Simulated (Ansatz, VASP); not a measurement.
# Al3H2: VASP beside Ansatz

```
Al H
1.0
     2.80182    0.00000    0.00000
    -1.40091    2.42645    0.00000
     0.00000    0.00000   11.59210
Al H
3 2
Cartesian
  1.4009 0.8088 9.1814
  0.0000 1.6176 2.4107
  0.0000 0.0000 0.0000
  0.0000 0.0000 5.4204
  0.0000 0.0000 6.1717
```

Alike in both runs: functional PBE; k mesh 6 × 6 × 2; occupations gaussian, width 0.2 eV; no spin polarisation.

Ansatz relaxed the structure, and its values are those at the end. VASP's run is a single point on that final structure, the one shown.

```csv
,VASP,Ansatz
version,VASP 6.6.1,Ansatz 0.2.0
potentials or method,"VASP PAW PBE potentials, release 64 (Al, H), cutoff 520 eV","scalar-relativistic, plane waves, PAW"
valence electrons in the cell,11,11
```

Ansatz gave:

| Item | Value |
| --- | --- |
| gap on the k mesh at the Fermi level (eV) | none |
| pressure (GPa) | 0.1 |
| rms of the force components (eV/Å) | 0.011 |

Problem. Estimate VASP's values.

Solution. gap on the k mesh at the Fermi level (eV): none; pressure (GPa): 0.0; rms of the force components (eV/Å): 0.007.

A gap of «none» marks a metal or a gap that the smearing closes. With one functional, cell and mesh, what is left measures potentials, basis and numerics.

The k mesh is coarse, so the values compare programs but aren't converged.
